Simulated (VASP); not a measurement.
# Sc (P6_3/mmc) in VASP: notebook, part 2 of 2

VASP 6.6.1. The steps go on from the part before.

**3. Single point, PBEsol**

This run uses another cell than the first one, of the same volume but with other edges.

INCAR

```
SYSTEM = Sc
ALGO = Fast
EDIFF = 1E-7
ENCUT = 520
GGA = PS
ISIF = 2
ISMEAR = 0
LASPH = .True.
LCHARG = .False.
LREAL = .False.
LWAVE = .False.
NBANDS = 18
NELM = 100
PREC = Accurate
SIGMA = 0.15
```

KPOINTS

```
k-points
0
Gamma
  15 15 10
  0 0 0
```

POSCAR

```
Sc
1.0
    3.2769240353      0.0000000000      0.0000000000
   -1.6384620176      2.8378994608      0.0000000000
    0.0000000000      0.0000000000      4.8283000000
Sc
2
Direct
    0.3333333333      0.6666666667      0.2500000000
    0.6666666667      0.3333333333      0.7500000000
```

Potentials or basis: VASP PAW PBE potentials, release 64 (Sc_sv).

Launch:

```sh
cat potpaw_PBE.64/Sc_sv/POTCAR > POTCAR
mpirun -np 1 vasp_std > vasp.out
```

It took 3.2 min on 1 thread of Intel Xeon 8259CL, shared host; peak memory 0.23 GiB.

Results (log left out):

* Free energy: -13.1877 eV
* Pressure: 3.2 GPa
* Band gap on the k mesh: zero (bands 11 and 12 overlap by 2.02 eV)

Stress tensor (GPa, compression positive):
```
1.76 0.00 0.00
0.00 1.76 0.00
0.00 0.00 6.07
```

Levels at points of the mesh, in eV from the Fermi level:
```csv
k point,band 8,band 9,band 10,band 11,band 12,band 13,band 14,band 15
"(0.00, 0.00, 0.00)",-27.34,-5.27,-1.70,1.35,1.64,1.64,2.25,2.25
"(0.00, 0.00, 0.50)",-27.47,-3.49,-3.49,1.27,1.27,1.46,1.46,1.46
```

Caveat: the cell stands under pressure; the PAW data sets were made with another functional, which shifts forces and pressure a little.

**4. Single point, PBEsol**

This run uses another cell than the first one, of 22.69 Å³/atom.

INCAR

```
PREC = Accurate ; ENCUT = 520
EDIFF = 1E-7 ; ISMEAR = 0
SIGMA = 0.15 ; LREAL = False
LASPH = True ; NELM = 60
ALGO = Normal ; ISIF = 2
LWAVE = False ; LCHARG = False
GGA = PS ; NBANDS = 18
```

KPOINTS

```
Automatic mesh
0
Gamma
  15 15 10
```

POSCAR: that of step 3 with these lines changed.

```diff
@@ -4,3 +4,3 @@
    -1.6384620176      2.8378994608      0.0000000000
-    0.0000000000      0.0000000000      4.8283000000
+    0.0000000000      0.0000000000      4.8791000000
 Sc
```

Launch:

```sh
cat potpaw_PBE.64/Sc_sv/POTCAR > POTCAR
mpirun -np 1 vasp_std > vasp.out
```

Wall time 2.3 min (1 thread of Intel Xeon 8259CL, shared host); peak memory 0.23 GiB.

The run converged. Its results:

```yaml
Free_energy: -13.2040 eV
Pressure: 2.5 GPa
Band_gap_on_the_k_mesh: zero (bands 11 and 12 overlap by 1.86 eV)
```

Stress tensor (GPa, compression positive):
```
1.38 0.00 0.00
0.00 1.38 0.00
0.00 0.00 4.79
```

Levels at points of the mesh, in eV from the Fermi level:
```
           k point  band 8  band 9  band 10  band 11  band 12  band 13  band 14  band 15
(0.00, 0.00, 0.00)  -27.38   -5.26    -1.70     1.22     1.64     1.64     2.22     2.22
(0.00, 0.00, 0.50)  -27.50   -3.51    -3.51     1.22     1.22     1.48     1.48     1.48
```

Caveat: the PAW data sets were made with another functional, which shifts forces and pressure a little.

**5. Single point, PBEsol**

This run uses another cell than the first one, of 22.84 Å³/atom.

INCAR

```
PREC = Accurate
ENCUT = 520
EDIFF = 1E-6
ISMEAR = 0
SIGMA = 0.15
LREAL = False
LASPH = True
NELM = 60
ALGO = Normal
ISIF = 2
LWAVE = False
LCHARG = False
GGA = PS
NBANDS = 18
```

KPOINTS is that of step 4.

POSCAR

```
Sc
1.0
    3.3588000000      0.0000000000      0.0000000000
   -1.6794000000      2.9088061262      0.0000000000
    0.0000000000      0.0000000000      4.6758000000
Sc
2
Direct
    0.3333333333      0.6666666667      0.2500000000
    0.6666666667      0.3333333333      0.7500000000
```

Launch:

```sh
cat potpaw_PBE.64/Sc_sv/POTCAR > POTCAR
mpirun -np 1 vasp_std > vasp.out
```

Wall time 2.8 min (1 thread of Intel Xeon 8259CL, shared host); peak memory 0.25 GiB.

Results (log left out):

```
Free energy            : -13.1304 eV
Pressure               : 2.0 GPa
Band gap on the k mesh : zero (bands 11 and 12 overlap by 2.20 eV)
```

Stress tensor (GPa, compression positive):
```
-0.86  0.00  0.00
 0.00 -0.86  0.00
 0.00  0.00  7.85
```

Levels at points of the mesh, in eV from the Fermi level:
| k point | band 6 | band 7 | band 8 | band 9 | band 10 | band 11 | band 12 | band 13 | band 14 | band 15 |
| --- | --- | --- | --- | --- | --- | --- | --- | --- | --- | --- |
| (0.00, 0.00, 0.00) | -27.46 | -27.46 | -27.37 | -5.21 | -1.62 | 1.54 | 1.54 | 1.83 | 2.04 | 2.04 |
| (0.00, 0.00, 0.50) | -27.54 | -27.54 | -27.54 | -3.32 | -3.32 | 1.26 | 1.26 | 1.26 | 1.26 | 1.49 |

Caveat: the stress differs along the axes, from -1 to 8 GPa; the PAW data sets were made with another functional, which shifts forces and pressure a little.

**6. Single point, PBEsol**

This run uses another cell than the first one, of 23.03 Å³/atom.

INCAR

```
PREC     = Accurate       # precision mode
ENCUT    = 520            # plane-wave cutoff, eV
EDIFF    = 1E-6           # SCF threshold, eV
ISMEAR   = 0              # smearing method
SIGMA    = 0.15           # smearing width, eV
LREAL    = False          # projectors in reciprocal space
LASPH    = True           # aspherical terms in the spheres
NELM     = 100            # most SCF steps
ALGO     = Normal         # electronic algorithm
ISIF     = 2              # what is computed and relaxed
LWAVE    = False          # write WAVECAR
LCHARG   = False          # write CHGCAR
GGA      = PS             # functional
NBANDS   = 18             # bands
```

KPOINTS

```
regular mesh
0
Gamma
  15 15 10
```

POSCAR

```
Sc
1.0
    3.1131000000      0.0000000000      0.0000000000
   -1.5565500000      2.6960236845      0.0000000000
    0.0000000000      0.0000000000      5.4890000000
Sc
2
Direct
    0.3333333333      0.6666666667      0.2500000000
    0.6666666667      0.3333333333      0.7500000000
```

Potentials or basis: VASP PAW PBE potentials, release 64 (Sc_sv).

Launch:

```sh
cat potpaw_PBE.64/Sc_sv/POTCAR > POTCAR
mpirun -np 1 vasp_std > vasp.out
```

Run time: 2.3 min. Hardware: 1 thread of Intel Xeon 8259CL, shared host; peak memory 0.24 GiB.

It converged, with:

```
Free energy            : -13.1093 eV
Pressure               : 2.0 GPa
Band gap on the k mesh : zero (bands 11 and 12 overlap by 0.93 eV)
```

Stress tensor (GPa, compression positive):
```
 5.04  0.00  0.00
 0.00  5.04  0.00
 0.00  0.00 -4.03
```

Levels at points of the mesh, in eV from the Fermi level:
| k point | band 7 | band 8 | band 9 | band 10 | band 11 | band 12 | band 13 | band 14 | band 15 | band 16 |
| --- | --- | --- | --- | --- | --- | --- | --- | --- | --- | --- |
| (0.00, 0.00, 0.00) | -27.49 | -27.49 | -5.28 | -2.00 | -0.09 | 1.21 | 1.76 | 1.76 | 2.07 | 2.07 |
| (0.00, 0.00, 0.50) | -27.51 | -27.51 | -3.90 | -3.90 | 0.51 | 0.51 | 1.78 | 1.78 | 1.78 | 1.78 |

Caveat: the stress differs along the axes, from -4 to 5 GPa; the PAW data sets were made with another functional, which shifts forces and pressure a little.

**7. The runs side by side**

```tsv
cell	gap on the mesh (eV)	pressure (GPa)
a = 3.195, b = 3.195, c = 5.082 Å, angles 90.0, 90.0, 120.0°, 2 atoms	none	3.3
a = 3.277, b = 3.277, c = 4.828 Å, angles 90.0, 90.0, 120.0°, 2 atoms	none	3.2
a = 3.277, b = 3.277, c = 4.879 Å, angles 90.0, 90.0, 120.0°, 2 atoms	none	2.5
a = 3.359, b = 3.359, c = 4.676 Å, angles 90.0, 90.0, 120.0°, 2 atoms	none	2.0
a = 3.113, b = 3.113, c = 5.489 Å, angles 90.0, 90.0, 120.0°, 2 atoms	none	2.0
```

Alike in all rows: task single point; level PBEsol; potentials or basis VASP PAW PBE potentials, release 64 (Sc_sv); no spin polarisation; k mesh 15 × 15 × 10; cutoff (eV) 520; smearing gaussian 0.15 eV.

Caveats: the PAW data sets were made with another functional, which shifts forces and pressure a little; the cell stands under pressure (at least some runs); the stress differs along the axes, from -1 to 8 GPa (at least some runs); the stress differs along the axes, from -4 to 5 GPa (at least some runs).

Absolute energies hang on the potentials; compare differences alone.
